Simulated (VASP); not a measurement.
Input of a VASP 6.6.1 run:

The input INCAR:

```
SYSTEM = Lu
PREC = Accurate
ENCUT = 520
EDIFF = 1E-6
ISMEAR = -1
SIGMA = 0.08
LREAL = .FALSE.
LASPH = .TRUE.
NELM = 80
ALGO = Normal
ISIF = 2
LWAVE = .FALSE.
LCHARG = .TRUE.
GGA = PE
LELF = .TRUE.
LVHAR = .TRUE.
NBANDS = 32
```

File KPOINTS:

```
Automatic mesh
0
G
  15 15 8
  0 0 0
```

The input POSCAR:

```
Lu
1.0
    2.9294077187      0.0000000000      0.0000000000
   -1.4647038593      2.5369415024      0.0000000000
    0.0000000000      0.0000000000      4.7584029523
Lu
2
Direct
    0.3333333333      0.6666666667      0.2500000000
    0.6666666667      0.3333333333      0.7500000000
```

Potentials or basis: VASP PAW PBE potentials, release 64 (Lu).

Command:

```console
$ cat potpaw_PBE.64/Lu/POTCAR > POTCAR
$ mpirun -np 1 vasp_std > vasp.out
```

**Question.** Predict the pressure.

**Answer.** 51.8 GPa.

**Question.** Estimate the band gap on the k mesh.

**Answer.** Zero (bands 25 and 26 overlap by 3.15 eV).

Caveat: the cell stands under pressure; spin-orbit coupling is left out, which moves the levels of the heavy elements.
